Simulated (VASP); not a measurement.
# SiC (Moissanite 6H) (P6_3mc) in VASP: a series of runs

Aim: see how the results for SiC (Moissanite 6H) move with the level of theory and the settings. Levels: PBE, PBEsol. Tasks: single point.

All numbers are computed with VASP 6.6.1; they aren't measurements. Logs are shortened: lines on timing, memory, paths and dates and some standing lists are left out, and cuts for length are marked.

### 1 The cell of the first run

Symmetry: P6_3mc, No. 186, hexagonal system. Conventional cell: a = 3.136 Å, b = 3.136 Å, c = 15.370 Å, α = 90.00°, β = 90.00°, γ = 120.00°. Si (site symmetry 3m) has 4 C at 1.92 Å within 2.5 Å. Si (site symmetry 3m) has 4 C at 1.92 Å within 2.5 Å. Within 2.5 Å of Si (site symmetry 3m) lie 4 C at 1.92 Å. Within 2.5 Å of C (site symmetry 3m) lie 4 Si at 1.92 Å. C (site symmetry 3m) has 4 Si at 1.92 Å within 2.5 Å. C (site symmetry 3m) has 4 Si at 1.92 Å within 2.5 Å.

### 2 Single point, PBE

File INCAR:

```
PREC = Accurate
ENCUT = 520
EDIFF = 1E-7
ISMEAR = -1
SIGMA = 0.05
LREAL = False
LASPH = True
NELM = 80
ALGO = Normal
ISIF = 2
LWAVE = False
LCHARG = False
GGA = PE
NBANDS = 36
```

File KPOINTS:

```
Automatic mesh
0
Gamma
  10 10 2
```

File POSCAR:

```
SiC
1.0
    3.1357283548      0.0000000000      0.0000000000
   -1.5678641774      2.7156204146      0.0000000000
    0.0000000000      0.0000000000     15.3696281560
Si C
6 6
Direct
    0.6666666667      0.3333333333      0.4583000000
    0.3333333333      0.6666666667      0.9583000000
    0.6666666667      0.3333333333      0.7917000000
    0.3333333333      0.6666666667      0.2917000000
    0.0000000000      0.0000000000      0.6250000000
    0.0000000000      0.0000000000      0.1250000000
    0.6666666667      0.3333333333      0.3333000000
    0.3333333333      0.6666666667      0.8333000000
    0.6666666667      0.3333333333      0.6667000000
    0.3333333333      0.6666666667      0.1667000000
    0.0000000000      0.0000000000      0.5000000000
    0.0000000000      0.0000000000      0.0000000000
```

Potentials or basis: VASP PAW PBE potentials, release 64 (Si, C).

Started as:

```sh
> cat potpaw_PBE.64/Si/POTCAR potpaw_PBE.64/C/POTCAR > POTCAR
> mpirun -np 1 vasp_std > vasp.out
```

OUTCAR:

```text
PREC = Accurate
   ENCUT = 520
   EDIFF = 1E-7
   ISMEAR = -1
   LREAL = False
   LASPH = True
   NELM = 80
   ISIF = 2
   GGA = PE

 ion  position               nearest neighbor table
   1  0.667  0.333  0.458-  11 1.92  11 1.92  11 1.92   7 1.92   4 3.14   4 3.14   4 3.14   5 3.14
                             5 3.14   5 3.14
   2  0.333  0.667  0.958-  12 1.92  12 1.92  12 1.92   8 1.92   3 3.14   3 3.14   3 3.14   6 3.14
                             6 3.14   6 3.14
   3  0.667  0.333  0.792-   8 1.92   8 1.92   8 1.92   9 1.92   2 3.14   2 3.14   2 3.14   5 3.14
                             5 3.14   5 3.14
   4  0.333  0.667  0.292-   7 1.92   7 1.92   7 1.92  10 1.92   1 3.14   1 3.14   1 3.14   6 3.14
                             6 3.14   6 3.14
   5  0.000  0.000  0.625-   9 1.92   9 1.92   9 1.92  11 1.92   3 3.14   1 3.14   3 3.14   1 3.14
                             1 3.14   3 3.14
   6  0.000  0.000  0.125-  10 1.92  10 1.92  10 1.92  12 1.92   4 3.14   2 3.14   2 3.14   4 3.14
                             4 3.14   2 3.14
   7  0.667  0.333  0.333-   4 1.92   4 1.92   4 1.92   1 1.92
   8  0.333  0.667  0.833-   3 1.92   3 1.92   3 1.92   2 1.92
   9  0.667  0.333  0.667-   5 1.92   5 1.92   5 1.92   3 1.92
  10  0.333  0.667  0.167-   6 1.92   6 1.92   6 1.92   4 1.92
  11  0.000  0.000  0.500-   1 1.92   1 1.92   1 1.92   5 1.92
  12  0.000  0.000  0.000-   2 1.92   2 1.92   2 1.92   6 1.92

  LATTYP: Found a hexagonal cell.
 ALAT       =     3.1357283548
 C/A-ratio  =     4.9014539580

  Lattice vectors:

 A1 = (   3.1357283548,   0.0000000000,   0.0000000000)
 A2 = (  -1.5678641774,   2.7156204146,   0.0000000000)
 A3 = (   0.0000000000,   0.0000000000,  15.3696281560)

Analysis of symmetry for initial positions (statically):
=====================================================================
 Subroutine PRICEL returns:
 Original cell was already a primitive cell.

 Routine SETGRP: Setting up the symmetry group for a
 hexagonal supercell.

 Subroutine GETGRP returns: Found 12 space group operations
 (whereof  6 operations were pure point group operations)
 out of a pool of 24 trial point group operations.

The static configuration has the point symmetry C_3v.
 The point group associated with its full space group is C_6v.

Analysis of symmetry for dynamics (positions and initial velocities):
=====================================================================
 Subroutine PRICEL returns:
 Original cell was already a primitive cell.

 Routine SETGRP: Setting up the symmetry group for a
 hexagonal supercell.

 Subroutine GETGRP returns: Found 12 space group operations
 (whereof  6 operations were pure point group operations)
 out of a pool of 24 trial point group operations.

The dynamic configuration has the point symmetry C_3v.
 The point group associated with its full space group is C_6v.

 Subroutine INISYM returns: Found 12 space group operations
 (whereof  6 operations are pure point group operations),
 and found     1 'primitive' translations

----------------------------------------------------------------------------------------

                                     Primitive cell

  volume of cell :     130.8793

  direct lattice vectors                    reciprocal lattice vectors
     3.135728355  0.000000000  0.000000000     0.318905175  0.184119989  0.000000000
    -1.567864177  2.715620415  0.000000000     0.000000000  0.368239977  0.000000000
     0.000000000  0.000000000 15.369628156     0.000000000  0.000000000  0.065063383

  length of vectors
     3.135728355  3.135728355 15.369628156     0.368239977  0.368239977  0.065063383

  position of ions in fractional coordinates (direct lattice)
     0.666666667  0.333333333  0.458300000
     0.333333333  0.666666667  0.958300000
     0.666666667  0.333333333  0.791700000
     0.333333333  0.666666667  0.291700000
     0.000000000  0.000000000  0.625000000
     0.000000000  0.000000000  0.125000000
     0.666666667  0.333333333  0.333300000
     0.333333333  0.666666667  0.833300000
     0.666666667  0.333333333  0.666700000
     0.333333333  0.666666667  0.166700000
     0.000000000  0.000000000  0.500000000
     0.000000000  0.000000000  0.000000000

  ion indices of the primitive-cell ions
   primitive index   ion index
                 1           1
                 2           2
                 3           3
                 4           4
                 5           5
                 6           6
                 7           7
                 8           8
                 9           9
                10          10
                11          11
                12          12

----------------------------------------------------------------------------------------

 KPOINTS: Automatic mesh

Automatic generation of k-mesh.
 Grid dimensions read from file:
 generate k-points for:   10   10    2

 Generating k-lattice:

  Cartesian coordinates                     Fractional coordinates (reciprocal lattice)
     0.031890518  0.018411999  0.000000000     0.100000000  0.000000000  0.000000000
     0.000000000  0.036823998  0.000000000     0.000000000  0.100000000  0.000000000
     0.000000000  0.000000000  0.032531691     0.000000000  0.000000000  0.500000000

  Length of vectors
     0.036823998  0.036823998  0.032531691

  Shift w.r.t. Gamma in fractional coordinates (k-lattice)
     0.000000000  0.000000000  0.000000000

 Subroutine IBZKPT returns following result:
 ===========================================

 Found     28 irreducible k-points:

 Following reciprocal coordinates:
            Coordinates               Weight
  0.000000  0.000000  0.000000      1.000000
  0.100000  0.000000  0.000000      6.000000
  0.200000  0.000000  0.000000      6.000000
  0.300000  0.000000  0.000000      6.000000
  0.400000  0.000000  0.000000      6.000000
  0.500000  0.000000  0.000000      3.000000
[... 16 lines left out ...]
  0.300000  0.100000  0.500000     12.000000
  0.400000  0.100000  0.500000     12.000000
 [... further k-points ...]
   k-points           NKPTS =     28   k-points in BZ     NKDIM =     28   number of bands    NBANDS=     36
   number of dos      NEDOS =    301   number of ions     NIONS =     12
   total plane-waves  NPLWV =  69120
   dimension x,y,z NGX =    24 NGY =   24 NGZ =  120
   dimension x,y,z NGXF=    48 NGYF=   48 NGZF=  240
   ions per type =               6   6
   NGX,Y,Z   is equivalent  to a cutoff of  12.72, 12.72, 12.98 a.u.
   NGXF,Y,Z  is equivalent  to a cutoff of  25.45, 25.45, 25.96 a.u.
 SYSTEM =  unknown system
   PREC   = accura    normal or accurate (medium, high low for compatibility)
   ISTART =      0    job   : 0-new  1-cont  2-samecut
   ICHARG =      2    charge: 1-file 2-atom 10-const
   ISPIN  =      1    spin polarized calculation?
   LNONCOLLINEAR =      F non collinear calculations
   LSORBIT =      F    spin-orbit coupling
   LASPH  =      T    aspherical Exc in radial PAW
   ENCUT  =  520.0 eV  38.22 Ry    6.18 a.u.   5.83  5.83 28.58*2*pi/ulx,y,z
   NELM   =     80;   NELMIN=  2; NELMDL= -5     # of ELM steps
   EDIFF  = 0.1E-06   stopping-criterion for ELM
   LREAL  =      F    real-space projection
   EDIFFG = 0.1E-05   stopping-criterion for IOM
   NSW    =      0    number of steps for IOM
   IBRION =     -1    ionic relax: 0-MD 1-quasi-New 2-CG
   NFREE  =      0    steps in history (QN), initial steepest desc. (CG)
   ISIF   =      2    stress and relaxation
   ISYM   =      2    0-nonsym 1-usesym 2-fastsym
   POTIM  = 0.5000    time-step for ionic-motion
   TEBEG  =    0.0;   TEEND  =   0.0 temperature during run
   PSTRESS=    0.0 pullay stress
   NELECT =      48.0000    total number of electrons
   NUPDOWN=      -1.0000    fix difference up-down
   EMIN   =  10.00;   EMAX   =-10.00  energy-range for DOS
   EFERMI =   0.00;   METHOD = LEGACY
   ISMEAR =    -1;   SIGMA  =   0.05  broadening in eV -4-tet -1-fermi 0-gaus
   EFERMI_NEDOS =   21; number of points for ismear=-14 and -15
   IALGO  =     38    algorithm
   IMIX   =      4    mixing-type and parameters
     AMIX     =   0.40;   BMIX     =  1.00
     AMIX_MAG =   1.60;   BMIX_MAG =  1.00
  volume/ion in A,a.u.               =      10.91        73.60
  Fermi-wavevector in a.u.,A,eV,Ry     =   1.171831  2.214439 18.683353  1.373188
  Thomas-Fermi vector in A             =   2.308269
   LORBIT       =      0    0 simple, 1 ext, 2 COOP (PROOUT), +10 PAW based schemes
   GGA     = PE    functional components
   LHFCALC =     F    Hartree Fock is set to
   AEXX    =    0.0000 exact exchange contribution
   IVDW    =     0    specifies the selected vdW correction
   LEPSILON=     F    determine dielectric tensor
   LRPA    =     F    only Hartree local field effects (RPA)
 non-spin polarized calculation
  energy-cutoff  :      520.00
  volume of cell :      130.88
 maximum number of plane-waves:      3548
 NGX is ok and might be reduce to    24
   NGX = 11   NGY = 11   NGZ = 57

 number of electron      48.0000001 magnetization

 Free energy of the ion-electron system (eV)
  ---------------------------------------------------
  ext. energy  EPLUGINS =         0.00000000
  ---------------------------------------------------
  free energy    TOTEN  =       -90.25366866 eV

  energy without entropy =      -90.25366866  energy(sigma->0) =      -90.25366866

 E-fermi :   8.5759     XC(G=0): -11.1253

 val. band max:        7.5734321589   @ k =   0.0000   0.0000   0.0000
 cond. band min:       9.6052809286   @ k =   0.5000   0.0000   0.0000
 fundamental gap:      2.0318487697
 Fermi energy:         8.5759455452

 k-point     1 :       0.0000    0.0000    0.0000
  band No.  band energies     occupation
      1      -7.4764      2.00000
      2      -6.9795      2.00000
      3      -6.9376      2.00000
      4      -5.5144      2.00000
      5      -5.4833      2.00000
      6      -4.0912      2.00000
[... 28 lines left out ...]
     35      14.5857      0.00000
     36      14.7221      0.00000

 k-point     2 :       0.1000    0.0000    0.0000
  band No.  band energies     occupation
      1      -7.3102      2.00000
      2      -6.8159      2.00000
      3      -6.7734      2.00000
      4      -5.3593      2.00000
      5      -5.3277      2.00000
      6      -3.9516      2.00000
[... 28 lines left out ...]
     35      14.6078      0.00000
     36      14.7264      0.00000

 k-point     3 :       0.2000    0.0000    0.0000
  band No.  band energies     occupation
      1      -6.8180      2.00000
      2      -6.3326      2.00000
      3      -6.2881      2.00000
      4      -4.9060      2.00000
      5      -4.8728      2.00000
      6      -3.5533      2.00000
[... 28 lines left out ...]
     35      15.0355      0.00000
     36      15.3913      0.00000
[... 742 lines left out ...]
 k-point    23 :       0.3000    0.1000    0.5000
  band No.  band energies     occupation
      1      -5.3029      2.00000
      2      -5.3029      2.00000
      3      -4.3999      2.00000
      4      -4.3999      2.00000
      5      -3.0158      2.00000
      6      -3.0158      2.00000
[... 28 lines left out ...]
     35      14.9397      0.00000
     36      14.9397      0.00000

 k-point    24 :       0.4000    0.1000    0.5000
  band No.  band energies     occupation
      1      -4.2970      2.00000
      2      -4.2970      2.00000
      3      -3.6376      2.00000
      4      -3.6376      2.00000
      5      -2.8251      2.00000
      6      -2.8251      2.00000
[... 28 lines left out ...]
     35      14.8134      0.00000
     36      14.8134      0.00000

 [... further k-points ...]

------------------------ aborting loop because EDIFF is reached ----------------------------------------

  FORCE on cell =-STRESS in cart. coord.  units (eV):
  Direction    XX          YY          ZZ          XY          YZ          ZX
  --------------------------------------------------------------------------------------
  -------------------------------------------------------------------------------------
  Total       -6.3815956     -6.3815956     -5.7816140      0.0000000      0.0000000      0.0000000
  in kB      -78.1212173    -78.1212173    -70.7764566      0.0000000      0.0000000      0.0000000
  external PRESSURE =     -75.6729637 kB  Pullay stress =       0.0000000 kB

 VOLUME and BASIS-vectors are now :
 -----------------------------------------------------------------------------
  energy-cutoff  :      520.00
  volume of cell :      130.88
      direct lattice vectors                 reciprocal lattice vectors
     3.135728355  0.000000000  0.000000000     0.318905175  0.184119989  0.000000000
    -1.567864177  2.715620415  0.000000000     0.000000000  0.368239977  0.000000000
     0.000000000  0.000000000 15.369628156     0.000000000  0.000000000  0.065063383

 POSITION                                       TOTAL-FORCE (eV/Angst)
 -----------------------------------------------------------------------------------
      1.56786      0.90521      7.04390        -0.000000     -0.000000      0.048579
     -0.00000      1.81041     14.72871         0.000000      0.000000      0.048579
      1.56786      0.90521     12.16813         0.000000     -0.000000      0.021298
     -0.00000      1.81041      4.48332        -0.000000      0.000000      0.021298
      0.00000      0.00000      9.60602         0.000000     -0.000000      0.044692
      0.00000      0.00000      1.92120        -0.000000      0.000000      0.044692
      1.56786      0.90521      5.12270        -0.000000      0.000000     -0.012509
     -0.00000      1.81041     12.80751         0.000000     -0.000000     -0.012509
      1.56786      0.90521     10.24693         0.000000     -0.000000      0.033445
     -0.00000      1.81041      2.56212        -0.000000     -0.000000      0.033445
      0.00000      0.00000      7.68481        -0.000000     -0.000000     -0.135505
      0.00000      0.00000      0.00000        -0.000000      0.000000     -0.135505
 -----------------------------------------------------------------------------------
    total drift:                               -0.000000     -0.000000      0.000365

  FREE ENERGIE OF THE ION-ELECTRON SYSTEM (eV)
  ---------------------------------------------------
  free  energy   TOTEN  =       -90.2536686577 eV

  energy  without entropy=      -90.2536686575  energy(sigma->0) =      -90.25366866
```

It took 98 s on 1 thread of Intel Xeon 6975P-C (Granite Rapids), shared host; peak memory 0.29 GiB.

Results:

- Free energy: -90.2537 eV
- Pressure: -7.6 GPa
- Largest force: 0.136 eV/Å
- Band gap on the k mesh: 2.03 eV, indirect (least direct gap 3.11 eV)

Forces on the atoms (eV/Å):
```
Si   0.000  0.000  0.049
Si   0.000  0.000  0.049
Si   0.000  0.000  0.021
Si   0.000  0.000  0.021
Si   0.000  0.000  0.045
Si   0.000  0.000  0.045
C    0.000  0.000 -0.013
C    0.000  0.000 -0.013
C    0.000  0.000  0.033
C    0.000  0.000  0.033
C    0.000  0.000 -0.136
C    0.000  0.000 -0.136
```

A k mesh can miss the band edges.

### 3 Single point, PBEsol

This run uses another cell than the first one, of 11.12 Å³/atom, 1.019 times its volume.

File INCAR:

```
SYSTEM = SiC
ALGO     = Normal         ! electronic algorithm
EDIFF    = 1E-7           ! SCF threshold, eV
ENCUT    = 520            ! plane-wave cutoff, eV
GGA      = PS             ! functional
ISIF     = 2              ! what is computed and relaxed
ISMEAR   = -1             ! smearing method
LASPH    = .True.         ! aspherical terms in the spheres
LCHARG   = .False.        ! write CHGCAR
LREAL    = .False.        ! projectors in reciprocal space
LWAVE    = .False.        ! write WAVECAR
NBANDS   = 36             ! bands
NELM     = 100            ! most SCF steps
PREC     = Accurate       ! precision mode
SIGMA    = 0.05           ! smearing width, eV
```

File KPOINTS:

```
k-points
0
Gamma
  10 10 2
  0 0 0
```

Changes to POSCAR since step 2:

```diff
@@ -2,5 +2,5 @@
 1.0
-    3.1357283548      0.0000000000      0.0000000000
-   -1.5678641774      2.7156204146      0.0000000000
-    0.0000000000      0.0000000000     15.3696281560
+    3.1557016854      0.0000000000      0.0000000000
+   -1.5778508427      2.7329178263      0.0000000000
+    0.0000000000      0.0000000000     15.4675265161
 Si C
```

Potentials or basis: VASP PAW PBE potentials, release 64 (Si, C).

Started as:

```sh
> cat potpaw_PBE.64/Si/POTCAR potpaw_PBE.64/C/POTCAR > POTCAR
> mpirun -np 1 vasp_std > vasp.out
```

Run time: 75 s. Hardware: 1 thread of Intel Xeon 6975P-C (Granite Rapids), shared host; peak memory 0.29 GiB.

The run converged. Its results:

```
Free energy            : -95.0890 eV
Pressure               : -13.7 GPa
Largest force          : 0.134 eV/Å
Band gap on the k mesh : 1.92 eV, indirect (least direct gap 3.00 eV)
```

Forces on the atoms (eV/Å):
```
Si   0.000  0.000  0.047
Si   0.000  0.000  0.047
Si   0.000  0.000  0.019
Si   0.000  0.000  0.019
Si   0.000  0.000  0.047
Si   0.000  0.000  0.047
C    0.000  0.000 -0.011
C    0.000  0.000 -0.011
C    0.000  0.000  0.032
C    0.000  0.000  0.032
C    0.000  0.000 -0.134
C    0.000  0.000 -0.134
```

Stress tensor (GPa, compression positive):
```
-13.97   0.00   0.00
  0.00 -13.97   0.00
  0.00   0.00 -13.25
```

Levels at points of the mesh, in eV from the valence-band top:
| k point | band 22 | band 23 | band 24 | band 25 | band 26 | band 27 |
| --- | --- | --- | --- | --- | --- | --- |
| (0.00, 0.00, 0.00) | -0.05 | 0.00 | 0.00 | 4.49 | 4.66 | 5.04 |
| (0.50, 0.00, 0.00) | -1.73 | -1.63 | -1.08 | 1.92 | 2.07 | 2.97 |
| (0.00, 0.00, 0.50) | -0.10 | -0.10 | -0.10 | 4.56 | 4.56 | 5.28 |
| (0.50, 0.00, 0.50) | -1.68 | -1.28 | -1.28 | 1.94 | 1.94 | 3.20 |

Caveat: the PAW data sets were made with another functional, which shifts forces and pressure a little.
